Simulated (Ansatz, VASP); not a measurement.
# Two plane-wave programs on Mg2O

```
Mg O
1.0
     4.43186    0.00000    0.00000
    -2.21593    3.83810    0.00000
     0.00000    0.00000    3.01506
Mg O
2 1
Cartesian
  0.0000 2.5587 1.5075
  2.2159 1.2794 1.5075
  0.0000 0.0000 0.0000
```

Alike in both runs: functional PBE; k mesh 6 × 6 × 6; occupations gaussian, width 0.1 eV; no spin polarisation.

Ansatz relaxed the structure, and its values are those at the end. VASP's run is a single point on that final structure, the one shown.

|  | VASP | Ansatz |
| --- | --- | --- |
| version | VASP 6.6.1 | Ansatz 0.2.0 |
| potentials or method | VASP PAW PBE potentials, release 64 (Mg, O), cutoff 520 eV | scalar-relativistic, plane waves, PAW |
| valence electrons in the cell | 10 | 26 |

```csv
,VASP,Ansatz,Ansatz less VASP
gap on the k mesh at the Fermi level (eV),none,none,-
pressure (GPa),0.0,0.1,+0.10
```

A gap of «none» marks a metal or a gap that the smearing closes. VASP's potentials hold 10 valence electrons a cell and Ansatz's 26, so a difference there can come from the potentials and not from the codes.
